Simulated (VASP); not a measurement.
A run of VASP 6.6.1 is set up as follows.

Contents of INCAR:

```
SYSTEM = BiTe
ALGO = Normal
EDIFF = 1E-6
ENCUT = 520
GGA = PS
ISIF = 2
ISMEAR = 0
LASPH = .TRUE.
LCHARG = .TRUE.
LELF = .TRUE.
LREAL = .FALSE.
LVHAR = .TRUE.
LWAVE = .FALSE.
NBANDS = 18
NELM = 100
PREC = Accurate
SIGMA = 0.1
```

The input KPOINTS:

```
k-points
0
G
  12 12 12
  0 0 0
```

The input POSCAR:

```
BiTe
1.0
    0.0000000000      3.1783688657      3.1783688657
    3.1783688657      0.0000000000      3.1783688657
    3.1783688657      3.1783688657      0.0000000000
Bi Te
1 1
Direct
    0.0000000000      0.0000000000      0.0000000000
    0.5000000000      0.5000000000      0.5000000000
```

Potentials or basis: VASP PAW PBE potentials, release 64 (Bi_d, Te).

The run is started by

```sh
$ cat potpaw_PBE.64/Bi_d/POTCAR potpaw_PBE.64/Te/POTCAR > POTCAR
$ mpirun -np 1 vasp_std > vasp.out
```

Task: What does it give for the band gap on the k mesh?

Result: Zero (an odd number of electrons rules out a gap without spin polarisation).

Task: What does it give for the pressure?

Result: 1.0 GPa.

Caveat: the PAW data sets were made with another functional, which shifts forces and pressure a little; spin-orbit coupling is left out, which moves the levels of the heavy elements; an odd number of electrons without spin polarisation forces a metal; a magnetic or distorted state may lie lower.
